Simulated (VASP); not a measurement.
# C18O in VASP: single point with PBE

Aim: the single point of C18O with PBE.

Program: VASP 6.6.1. These are calculated values, not measurements. Logs are shortened: lines on timing, memory, paths and dates and some standing lists are left out, and cuts for length are marked.

### Step 1. The cell of the first run

The cell holds a slab with vacuum, 19 atoms: a = 7.398 Å, b = 7.398 Å, c = 11.000 Å, α = 90.00°, β = 90.00°, γ = 120.00°.

### Step 2. Single point, PBE, collinear spin, ferromagnetic start

Input file INCAR:

```
ALGO = Normal
EDIFF = 1E-7
ENCUT = 520
GGA = PE
ISIF = 2
ISMEAR = -1
ISPIN = 2
LASPH = T
LCHARG = T
LELF = T
LORBIT = 11
LREAL = Auto
LVHAR = T
LWAVE = F
MAGMOM = 0 0 0 0 0 0 0 0 0 0 0 0 0 0 0 0 0 0 1
NBANDS = 58
NELM = 150
PREC = Accurate
SIGMA = 0.02
```

Input file KPOINTS:

```
k-points
0
Gamma
  2 2 1
```

Input file POSCAR:

```
C18O
1.0
    7.3980000000      0.0000000000      0.0000000000
   -3.6990000000      6.4068560000      0.0000000000
    0.0000000000      0.0000000000     11.0000000000
C O
18 1
Direct
   -0.0037395808      0.0021598714      0.0917079919
    0.2210348919      0.1099684804      0.1153877128
    0.0036309809      0.3399267484      0.0892465815
    0.2207492413      0.4511922109      0.0915798596
    0.0013249611      0.6705377125      0.0842171007
    0.2245606727      0.7816674437      0.0839269729
    0.3380047555      0.0021591284      0.0917021781
    0.5551327842      0.1133986817      0.0892680350
    0.3377736929      0.3434296942      0.1152415449
    0.5625536309      0.4511959228      0.0915697776
    0.3342093562      0.6716828163      0.0838593109
    0.5574553645      0.7827980606      0.0841847480
    0.6673788377      0.0026584398      0.0849225871
    0.8903656033      0.1133926785      0.0892767663
    0.6684050274      0.3399277817      0.0892488846
    0.8913924346      0.4506753665      0.0849251736
    0.6695821141      0.6716841592      0.0838454200
    0.8892139783      0.7816700936      0.0839200325
    0.2795759532      0.2270012095      0.2292422220
```

Potentials or basis: VASP PAW PBE potentials, release 64 (C, O).

Started as:

```bash
cat potpaw_PBE.64/C/POTCAR potpaw_PBE.64/O/POTCAR > POTCAR
mpirun -np 1 vasp_std > vasp.out
```

OUTCAR:

```text
EDIFF = 1E-7
   ENCUT = 520
   GGA = PE
   ISIF = 2
   ISMEAR = -1
   ISPIN = 2
   LASPH = T
   LORBIT = 11
   LREAL = Auto
   NELM = 150
   PREC = Accurate

 ion  position               nearest neighbor table
   1  0.996  0.002  0.092-  14 1.39  18 1.42   2 1.46
   2  0.221  0.110  0.115-  19 1.46   1 1.46   7 1.46   9 1.50
   3  0.004  0.340  0.089-   4 1.39  16 1.43  14 1.45
   4  0.221  0.451  0.092-   3 1.39  11 1.42   9 1.46
   5  0.001  0.671  0.084-  16 1.41   6 1.43  18 1.43
   6  0.225  0.782  0.084-  11 1.41   7 1.42   5 1.43
   7  0.338  0.002  0.092-   8 1.39   6 1.42   2 1.46
   8  0.555  0.113  0.089-   7 1.39  13 1.43  15 1.45
   9  0.338  0.343  0.115-  19 1.46  10 1.46   4 1.46   2 1.50
  10  0.563  0.451  0.092-  15 1.39  17 1.42   9 1.46
  11  0.334  0.672  0.084-   6 1.41   4 1.42  12 1.43
  12  0.557  0.783  0.084-  13 1.41  17 1.43  11 1.43
  13  0.667  0.003  0.085-  12 1.41   8 1.43  14 1.43
  14  0.890  0.113  0.089-   1 1.39  13 1.43   3 1.45
  15  0.668  0.340  0.089-  10 1.39  16 1.43   8 1.45
  16  0.891  0.451  0.085-   5 1.41   3 1.43  15 1.43
  17  0.670  0.672  0.084-  18 1.41  10 1.42  12 1.43
  18  0.889  0.782  0.084-  17 1.41   1 1.42   5 1.43
  19  0.280  0.227  0.229-   9 1.46   2 1.46

  LATTYP: Found a hexagonal cell.
 ALAT       =     7.3980000000
 C/A-ratio  =     1.4868883482

  Lattice vectors:

 A1 = (   7.3980000000,   0.0000000000,   0.0000000000)
 A2 = (  -3.6990000000,   6.4068560000,   0.0000000000)
 A3 = (   0.0000000000,   0.0000000000,  11.0000000000)

Analysis of symmetry for initial positions (statically):
=====================================================================
 Subroutine PRICEL returns:
 Original cell was already a primitive cell.

 Routine SETGRP: Setting up the symmetry group for a
 hexagonal supercell.

 Subroutine GETGRP returns: Found  1 space group operations
 (whereof  1 operations were pure point group operations)
 out of a pool of 24 trial point group operations.

The static configuration has the point symmetry C_1 .

Analysis of symmetry for dynamics (positions and initial velocities):
=====================================================================
 Subroutine PRICEL returns:
 Original cell was already a primitive cell.

 Routine SETGRP: Setting up the symmetry group for a
 hexagonal supercell.

 Subroutine GETGRP returns: Found  1 space group operations
 (whereof  1 operations were pure point group operations)
 out of a pool of 24 trial point group operations.

The dynamic configuration has the point symmetry C_1 .

Analysis of structural, dynamic, and magnetic symmetry:
=====================================================================
 Subroutine PRICEL returns:
 Original cell was already a primitive cell.

 Routine SETGRP: Setting up the symmetry group for a
 hexagonal supercell.

 Subroutine GETGRP returns: Found  1 space group operations
 (whereof  1 operations were pure point group operations)
 out of a pool of 24 trial point group operations.

The overall configuration has the point symmetry C_1 .

 Subroutine INISYM returns: Found  1 space group operations
 (whereof  1 operations are pure point group operations),
 and found     1 'primitive' translations

----------------------------------------------------------------------------------------

                                     Primitive cell

  volume of cell :     521.3771

  direct lattice vectors                    reciprocal lattice vectors
     7.398000000  0.000000000  0.000000000     0.135171668  0.078041398  0.000000000
    -3.699000000  6.406856000  0.000000000     0.000000000  0.156082796  0.000000000
     0.000000000  0.000000000 11.000000000     0.000000000  0.000000000  0.090909091

  length of vectors
     7.398000000  7.398000054 11.000000000     0.156082797  0.156082796  0.090909091

  position of ions in fractional coordinates (direct lattice)
     0.996260419  0.002159871  0.091707992
     0.221034892  0.109968480  0.115387713
     0.003630981  0.339926748  0.089246581
     0.220749241  0.451192211  0.091579860
     0.001324961  0.670537712  0.084217101
     0.224560673  0.781667444  0.083926973
[... 11 lines left out ...]
     0.889213978  0.781670094  0.083920032
     0.279575953  0.227001210  0.229242222

  ion indices of the primitive-cell ions
   primitive index   ion index
                 1           1
                 2           2
                 3           3
                 4           4
                 5           5
                 6           6
[... 11 lines left out ...]
                18          18
                19          19

----------------------------------------------------------------------------------------

 KPOINTS: k-points

Automatic generation of k-mesh.
 Grid dimensions read from file:
 generate k-points for:    2    2    1

 Generating k-lattice:

  Cartesian coordinates                     Fractional coordinates (reciprocal lattice)
     0.067585834  0.039020699  0.000000000     0.500000000 -0.000000000  0.000000000
     0.000000000  0.078041398  0.000000000     0.000000000  0.500000000  0.000000000
     0.000000000  0.000000000  0.090909091     0.000000000  0.000000000  1.000000000

  Length of vectors
     0.078041399  0.078041398  0.090909091

  Shift w.r.t. Gamma in fractional coordinates (k-lattice)
     0.000000000  0.000000000  0.000000000

 Subroutine IBZKPT returns following result:
 ===========================================

 Found      4 irreducible k-points:

 Following reciprocal coordinates:
            Coordinates               Weight
  0.000000  0.000000  0.000000      1.000000
  0.500000 -0.000000  0.000000      1.000000
  0.000000  0.500000  0.000000      1.000000
  0.500000  0.500000  0.000000      1.000000
   k-points           NKPTS =      4   k-points in BZ     NKDIM =      4   number of bands    NBANDS=     58
   number of dos      NEDOS =    301   number of ions     NIONS =     19
   total plane-waves  NPLWV = 263424
   dimension x,y,z NGX =    56 NGY =   56 NGZ =   84
   dimension x,y,z NGXF=   112 NGYF=  112 NGZF=  168
   ions per type =              18   1
   NGX,Y,Z   is equivalent  to a cutoff of  12.58, 12.58, 12.70 a.u.
   NGXF,Y,Z  is equivalent  to a cutoff of  25.17, 25.17, 25.39 a.u.
 SYSTEM =  unknown system
   PREC   = accura    normal or accurate (medium, high low for compatibility)
   ISTART =      0    job   : 0-new  1-cont  2-samecut
   ICHARG =      2    charge: 1-file 2-atom 10-const
   ISPIN  =      2    spin polarized calculation?
   LNONCOLLINEAR =      F non collinear calculations
   LSORBIT =      F    spin-orbit coupling
   LASPH  =      T    aspherical Exc in radial PAW
   ENCUT  =  520.0 eV  38.22 Ry    6.18 a.u.  13.76 13.76 20.45*2*pi/ulx,y,z
   NELM   =    150;   NELMIN=  2; NELMDL= -5     # of ELM steps
   EDIFF  = 0.1E-06   stopping-criterion for ELM
   LREAL  =      T    real-space projection
   EDIFFG = 0.1E-05   stopping-criterion for IOM
   NSW    =      0    number of steps for IOM
   IBRION =     -1    ionic relax: 0-MD 1-quasi-New 2-CG
   NFREE  =      0    steps in history (QN), initial steepest desc. (CG)
   ISIF   =      2    stress and relaxation
   ISYM   =      2    0-nonsym 1-usesym 2-fastsym
   POTIM  = 0.5000    time-step for ionic-motion
   TEBEG  =    0.0;   TEEND  =   0.0 temperature during run
   PSTRESS=    0.0 pullay stress
   NELECT =      78.0000    total number of electrons
   NUPDOWN=      -1.0000    fix difference up-down
   EMIN   =  10.00;   EMAX   =-10.00  energy-range for DOS
   EFERMI =   0.00;   METHOD = LEGACY
   ISMEAR =    -1;   SIGMA  =   0.02  broadening in eV -4-tet -1-fermi 0-gaus
   EFERMI_NEDOS =   21; number of points for ismear=-14 and -15
   IALGO  =     38    algorithm
   IMIX   =      4    mixing-type and parameters
     AMIX     =   0.40;   BMIX     =  1.00
     AMIX_MAG =   1.60;   BMIX_MAG =  1.00
  volume/ion in A,a.u.               =      27.44       185.18
  Fermi-wavevector in a.u.,A,eV,Ry     =   0.869072  1.642308 10.276289  0.755286
  Thomas-Fermi vector in A             =   1.987841
   LORBIT       =     11    0 simple, 1 ext, 2 COOP (PROOUT), +10 PAW based schemes
   GGA     = PE    functional components
   LHFCALC =     F    Hartree Fock is set to
   AEXX    =    0.0000 exact exchange contribution
   IVDW    =     0    specifies the selected vdW correction
   LEPSILON=     F    determine dielectric tensor
   LRPA    =     F    only Hartree local field effects (RPA)
 spin polarized calculation
  energy-cutoff  :      520.00
  volume of cell :      521.38
 maximum number of plane-waves:     14099
 NGX is ok and might be reduce to    56
   NGX = 27   NGY = 27   NGZ = 41

 number of electron      77.9999998 magnetization      -0.0000140

 number of electron      77.9999998 magnetization       0.0000001

 Free energy of the ion-electron system (eV)
  ---------------------------------------------------
  ext. energy  EPLUGINS =         0.00000000
  ---------------------------------------------------
  free energy    TOTEN  =      -169.86321450 eV

  energy without entropy =     -169.86292500  energy(sigma->0) =     -169.86306975

 E-fermi :  -1.5627     XC(G=0):  -4.0777

 val. band max:       -1.6868930519   @ k =   0.0000   0.0000   0.0000
 cond. band min:      -1.4385424304   @ k =   0.0000   0.0000   0.0000
 fundamental gap:      0.2483506215
 Fermi energy:        -1.5627177578

 spin component 1

 k-point     1 :       0.0000    0.0000    0.0000
  band No.  band energies     occupation
      1     -24.8555      1.00000
      2     -20.8587      1.00000
      3     -18.6953      1.00000
      4     -18.6892      1.00000
      5     -18.6116      1.00000
      6     -18.5681      1.00000
[... 43 lines left out ...]
     50       4.3644      0.00000
     51       5.1997      0.00000
[... 160 lines left out ...]
     50       4.4369      0.00000
     51       4.5714      0.00000
 Fermi energy:        -1.5627177578

 spin component 2

 k-point     1 :       0.0000    0.0000    0.0000
  band No.  band energies     occupation
      1     -24.8555      1.00000
      2     -20.8587      1.00000
      3     -18.6953      1.00000
      4     -18.6892      1.00000
      5     -18.6116      1.00000
      6     -18.5681      1.00000
[... 43 lines left out ...]
     50       4.3644      0.00000
     51       5.1997      0.00000
[... 160 lines left out ...]
     50       4.4369      0.00000
     51       4.5717      0.00000
 [bands above 51 left out]

------------------------ aborting loop because EDIFF is reached ----------------------------------------

  FORCE on cell =-STRESS in cart. coord.  units (eV):
  Direction    XX          YY          ZZ          XY          YZ          ZX
  --------------------------------------------------------------------------------------
  -------------------------------------------------------------------------------------
  Total        3.6612282      6.7741422      0.3117720     -0.0050496     -0.0282353     -0.0023021
  in kB       11.2508518     20.8167495      0.9580666     -0.0155171     -0.0867663     -0.0070743
  external PRESSURE =      11.0085560 kB  Pullay stress =       0.0000000 kB

 VOLUME and BASIS-vectors are now :
 -----------------------------------------------------------------------------
  energy-cutoff  :      520.00
  volume of cell :      521.38
      direct lattice vectors                 reciprocal lattice vectors
     7.398000000  0.000000000  0.000000000     0.135171668  0.078041398  0.000000000
    -3.699000000  6.406856000  0.000000000     0.000000000  0.156082796  0.000000000
     0.000000000  0.000000000 11.000000000     0.000000000  0.000000000  0.090909091

 POSITION                                       TOTAL-FORCE (eV/Angst)
 -----------------------------------------------------------------------------------
      7.36235      0.01384      1.00879         0.000783      0.010315     -0.005026
      1.22844      0.70455      1.26926        -0.001790     -0.126128     -0.157385
     -1.23053      2.17786      0.98171         0.004445     -0.010996     -0.003625
     -0.03586      2.89072      1.00738         0.002993     -0.013428     -0.009012
     -2.47052      4.29604      0.92639        -0.002328      0.016955      0.012758
     -1.23009      5.00803      0.92320        -0.001421     -0.000706     -0.010253
[... 11 lines left out ...]
      3.68701      5.00805      0.92312         0.010616     -0.011632     -0.013437
      1.22863      1.45436      2.52166         0.000518     -0.013727      0.350547
 -----------------------------------------------------------------------------------
    total drift:                               -0.009644     -0.005928      0.007552

  FREE ENERGIE OF THE ION-ELECTRON SYSTEM (eV)
  ---------------------------------------------------
  free  energy   TOTEN  =      -169.8632144967 eV

  energy  without entropy=     -169.8629249981  energy(sigma->0) =     -169.86306975

 total charge

# of ion       s       p       d       tot
------------------------------------------
    1        0.866   1.797   0.000   2.663
    2        0.837   1.747   0.000   2.584
    3        0.862   1.786   0.000   2.648
    4        0.866   1.797   0.000   2.663
    5        0.863   1.788   0.000   2.651
    6        0.865   1.798   0.000   2.663
[... 11 lines left out ...]
   18        0.865   1.798   0.000   2.663
   19        1.598   3.423   0.000   5.022
--------------------------------------------------
tot         17.101  35.591   0.000  52.692

 magnetization (x)

# of ion       s       p       d       tot
------------------------------------------
    1       -0.000  -0.000   0.000  -0.000
    2        0.000   0.000   0.000   0.000
    3       -0.000  -0.000   0.000  -0.000
    4        0.000   0.000   0.000   0.000
    5       -0.000  -0.000   0.000  -0.000
    6        0.000   0.000   0.000   0.000
[... 11 lines left out ...]
   18        0.000   0.000   0.000   0.000
   19       -0.000  -0.000   0.000  -0.000
--------------------------------------------------
tot          0.000   0.000   0.000   0.000
```

Run time: 17 min. Hardware: 1 thread of Oxide Virtual Turin-like, shared host; peak memory 0.76 GiB.

What came out:

- Free energy: -169.8632 eV
- Largest force: 0.351 eV/Å
- Band gap on the k mesh: 0.25 eV
- Net moment: 0.00 μB per cell
- Valence electrons inside the program's atomic spheres: C 2.66, 2.58, 2.65 (each value once); O 5.02

Forces on the atoms (eV/Å):
```
C    0.001  0.010 -0.005
C   -0.002 -0.126 -0.157
C    0.004 -0.011 -0.004
C    0.003 -0.013 -0.009
C   -0.002  0.017  0.013
C   -0.001 -0.001 -0.010
C    0.003  0.015 -0.008
C   -0.019  0.002 -0.002
C    0.002  0.136 -0.160
C   -0.004 -0.012 -0.005
C    0.007  0.009 -0.007
C   -0.006 -0.010  0.009
C   -0.001  0.017  0.017
C    0.012  0.013 -0.004
C   -0.002 -0.008 -0.006
C   -0.001 -0.021  0.010
C   -0.003  0.010 -0.007
C    0.011 -0.012 -0.013
O    0.001 -0.014  0.351
```

Levels at points of the mesh, in eV from the valence-band top:
Spin up:
| k point | band 35 | band 36 | band 37 | band 38 | band 39 | band 40 | band 41 | band 42 | band 43 | band 44 |
| --- | --- | --- | --- | --- | --- | --- | --- | --- | --- | --- |
| (0.00, 0.00, 0.00) | -3.17 | -3.05 | -2.42 | -1.05 | 0.00 | 0.25 | 1.14 | 3.07 | 3.54 | 4.81 |
| (0.50, 0.00, 0.00) | -2.93 | -2.52 | -2.34 | -2.13 | -1.64 | 1.26 | 2.11 | 2.62 | 2.63 | 3.74 |
| (0.00, 0.50, 0.00) | -2.72 | -2.57 | -2.42 | -2.08 | -1.13 | 0.51 | 2.19 | 2.59 | 2.97 | 3.55 |
| (0.50, 0.50, 0.00) | -2.93 | -2.52 | -2.34 | -2.13 | -1.64 | 1.26 | 2.11 | 2.62 | 2.63 | 3.74 |
Spin down:
```csv
k point,band 36,band 37,band 38,band 39,band 40,band 41,band 42,band 43
"(0.00, 0.00, 0.00)",-3.05,-2.42,-1.05,0.00,0.25,1.14,3.07,3.54
"(0.50, 0.00, 0.00)",-2.52,-2.34,-2.13,-1.64,1.26,2.11,2.62,2.63
"(0.00, 0.50, 0.00)",-2.57,-2.42,-2.08,-1.13,0.51,2.19,2.59,2.97
"(0.50, 0.50, 0.00)",-2.52,-2.34,-2.13,-1.64,1.26,2.11,2.62,2.63
```

Caveat: the k points lie up to 0.49 Å⁻¹ apart.
